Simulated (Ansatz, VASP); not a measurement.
# One calculation of Hf4Ge2W, two programs

```
Hf Ge W
1.0
     5.82300    0.00000    0.00000
    -2.91150    5.04287    0.00000
     0.00000    0.00000    4.96788
Hf Ge W
4 2 1
Direct
  0.50000 0.00000 0.00000
  0.00000 0.50000 0.00000
  0.50000 0.50000 0.00000
  0.00000 0.00000 0.50000
  0.33333 0.66667 0.50000
  0.66667 0.33333 0.50000
  0.00000 0.00000 0.00000
```

Alike in both runs: functional PBE; k mesh 4 × 4 × 3; occupations gaussian, width 0.2 eV; no spin polarisation.

Ansatz relaxed the structure, and its values are those at the end. VASP's run is a single point on that final structure, the one shown.

|  | VASP | Ansatz |
| --- | --- | --- |
| version | VASP 6.6.1 | Ansatz 0.2.0 |
| potentials or method | VASP PAW PBE potentials, release 64 (Hf_pv, Ge_d, W_sv), cutoff 520 eV | scalar-relativistic, plane waves, PAW |
| valence electrons in the cell | 82 | 146 |

Ansatz gave:

| Property | Result |
| --- | --- |
| gap on the k mesh at the Fermi level (eV) | none |
| pressure (GPa) | 0.3 |

Which values does VASP return?

gap on the k mesh at the Fermi level (eV): none; pressure (GPa): -0.1.

A gap of «none» marks a metal or a gap that the smearing closes. With one functional, cell and mesh, what is left measures potentials, basis and numerics. VASP's potentials hold 82 valence electrons a cell and Ansatz's 146, so a difference there can come from the potentials and not from the codes.

The k mesh is coarse, so the values compare programs but aren't converged. Neither program's run includes spin-orbit coupling.
